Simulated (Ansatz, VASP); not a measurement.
## One calculation of MgSnSb2, two programs

```xyz
4
Lattice="4.5540 0.0000 0.0000 0.0000 4.5540 0.0000 0.0000 0.0000 6.4890" Properties=species:S:1:pos:R:3 pbc="T T T"
Mg    0.0000    0.0000    0.0000
Sb    0.0000    2.2770    1.5761
Sb    2.2770    0.0000    4.9130
Sn    2.2770    2.2770    3.2445
```

Alike in both runs: task single point; functional r2SCAN; k mesh 4 × 4 × 4; occupations fermi-dirac, width 0.02 eV; no spin polarisation.

|  | VASP | Ansatz |
| --- | --- | --- |
| version | VASP 6.6.1 | Ansatz 0.2.0 |
| potentials or method | VASP PAW PBE potentials, release 64 (Mg, Sb, Sn_d) | plane waves, PAW |
| plane-wave cutoff (eV) | 520 | 500 |
| valence electrons in the cell | 26 | 54 |

Ansatz gave:

| Property | Result |
| --- | --- |
| pressure (GPa) | 1.4 |
| rms of the force components (eV/Å) | 0.017 |

Problem. Which values does VASP return?

Solution. Pressure (GPa): 1.5; rms of the force components (eV/Å): 0.028.

VASP's potentials were made for PBE, not for r2SCAN. The functional is the same, so the differences come from potentials, cutoffs and numerics. VASP's potentials hold 26 valence electrons a cell and Ansatz's 54, so a difference there can come from the potentials and not from the codes.

Spin-orbit coupling is off throughout.
